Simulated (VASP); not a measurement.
A run of VASP 6.6.1 is set up as follows.

Contents of INCAR:

```
  PREC = Accurate
  ENCUT = 520
  EDIFF = 1E-6
  ISMEAR = -1
  SIGMA = 0.05
  LREAL = F
  LASPH = T
  NELM = 100
  ALGO = Normal
  ISIF = 2
  LWAVE = F
  LCHARG = T
  GGA = PS
  LELF = T
  LVHAR = T
  NBANDS = 46
```

The input KPOINTS:

```
regular mesh
0
Gamma
  6 6 6
```

The input POSCAR:

```
ZnCu2SnS4
1.0
   -2.6445217092      2.6445217092      5.3955884400
    2.6445217092     -2.6445217092      5.3955884400
    2.6445217092      2.6445217092     -5.3955884400
Sn Zn Cu S
1 1 2 4
Direct
    0.5000000000      0.5000000000      0.0000000000
    0.0000000000      0.0000000000      0.0000000000
    0.7500000000      0.2500000000      0.5000000000
    0.2500000000      0.7500000000      0.5000000000
    0.1087770700      0.1087770700      0.4840744100
    0.6247026600      0.6247026600      0.5159255900
    0.3752973400      0.8912229300      0.0000000000
    0.8912229300      0.3752973400      0.0000000000
```

Potentials or basis: VASP PAW PBE potentials, release 64 (Sn_d, Zn, Cu, S).

Run with:

```sh
$ cat potpaw_PBE.64/Sn_d/POTCAR potpaw_PBE.64/Zn/POTCAR potpaw_PBE.64/Cu/POTCAR potpaw_PBE.64/S/POTCAR > POTCAR
$ mpirun -np 1 vasp_std > vasp.out
```

Question: Predict the pressure.

Answer: 2.8 GPa.

Question: Predict the band gap on the k mesh.

Answer: 0.18 eV, direct.

Forces on the atoms (eV/Å):
```
Sn   0.000  0.000  0.000
Zn   0.000  0.000  0.000
Cu   0.000  0.000  0.000
Cu   0.000  0.000  0.000
S   -0.115 -0.115 -0.174
S    0.115  0.115 -0.174
S    0.115 -0.115  0.174
S   -0.115  0.115  0.174
```

Caveat: the PAW data sets were made with another functional, which shifts forces and pressure a little; spin-orbit coupling is left out, which moves the levels of the heavy elements. A k mesh can miss the band edges.
